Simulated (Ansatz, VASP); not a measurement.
**Two plane-wave programs on GaSb**

Contents of INCAR:

```
  PREC = Accurate
  ENCUT = 520
  EDIFF = 1E-7
  ISMEAR = 0
  SIGMA = 0.15
  LREAL = False
  LASPH = True
  NELM = 60
  ALGO = Normal
  ISIF = 2
  LWAVE = False
  LCHARG = True
  GGA = PE
  LELF = True
  LVHAR = True
  NBANDS = 16
```

KPOINTS

```
Automatic mesh
0
Gamma
  18 18 18
```

The input POSCAR:

```
GaSb
1.0
   -1.5465504427      2.4990153252      2.7765607864
    1.5465504427     -2.4990153252      2.7765607864
    1.5465504427      2.4990153252     -2.7765607864
Ga Sb
1 1
Direct
    0.0000000000      0.0000000000      0.0000000000
    0.5000000000      0.5000000000      0.0000000000
```

Input for Ansatz:

```yaml
crystal:
  lattice:
    - [-1.5465504427, 2.4990153252, 2.7765607864]
    - [1.5465504427, -2.4990153252, 2.7765607864]
    - [1.5465504427, 2.4990153252, -2.7765607864]
  atoms:
    - { symbol: Ga, position: [0.0, 0.0, 0.0] }
    - { symbol: Sb, position: [0.5, 0.5, 0.0] }
basis:
  ecutwfc: 420
kpoints:
  mp_grid: { grid: [18, 18, 18] }
hamiltonian:
  xc: pbe
  pseudopotentials: { kind: paw, azcp: { folder: soft_1 } }
scf:
  occupations: { method: gaussian, width: 0.15 }
output:
  forces: true
  stress: true
  eigenvalues: true
  write_density: true
  write_potential: true
  elf: true
  volumetric_format: npy
```

Change from the starting cell: volume 21.462 Å^3 an atom, stretch along a over the lengths across it, relative to the relaxed cell 1.0000.

Alike in both runs: task single point; functional PBE; k mesh 18 × 18 × 18; occupations gaussian, width 0.15 eV; no spin polarisation.

```csv
,VASP,Ansatz
version,VASP 6.6.1,Ansatz 0.2.0
potentials or method,"VASP PAW PBE potentials, release 64 (Ga_d, Sb), cutoff 520 eV","scalar-relativistic, plane waves, PAW"
valence electrons in the cell,18,28
```

VASP gave:

- gap on the k mesh at the Fermi level (eV): none
- pressure (GPa): 7.8
- traceless stress, the component that is largest in VASP (GPa): -0.09

Q: Estimate Ansatz's values.

A: gap on the k mesh at the Fermi level (eV): none; pressure (GPa): 7.8; traceless stress, the component that is largest in VASP (GPa): -0.12.

A gap of «none» marks a metal or a gap that the smearing closes. The functional is the same, so the differences come from potentials, cutoffs and numerics. VASP's potentials hold 18 valence electrons a cell and Ansatz's 28, so a difference there can come from the potentials and not from the codes.

Neither program's run includes spin-orbit coupling.
